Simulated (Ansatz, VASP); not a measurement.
Ge: VASP beside Ansatz

```xyz
2
Lattice="-2.6003 2.6003 1.4272 2.6003 -2.6003 1.4272 2.6003 2.6003 -1.4272" Properties=species:S:1:pos:R:3 pbc="T T T"
Ge    0.0000    2.6003    0.7136
Ge    0.0000    0.0000    0.0000
```

Alike in both runs: functional PBE; k mesh 22 × 22 × 22; occupations gaussian, width 0.1 eV; no spin polarisation.

Ansatz relaxed the structure, and its values are those at the end. VASP's run is a single point on that final structure, the one shown.

|  | VASP | Ansatz |
| --- | --- | --- |
| version | VASP 6.6.1 | Ansatz 0.2.0 |
| potentials or method | VASP PAW PBE potentials, release 64 (Ge_d), cutoff 520 eV | scalar-relativistic, plane waves, PAW |
| valence electrons in the cell | 28 | 28 |

```csv
,VASP,Ansatz,Ansatz less VASP
gap on the k mesh at the Fermi level (eV),none,none,-
pressure (GPa),-0.2,0.0,+0.17
```

A gap of «none» marks a metal or a gap that the smearing closes.
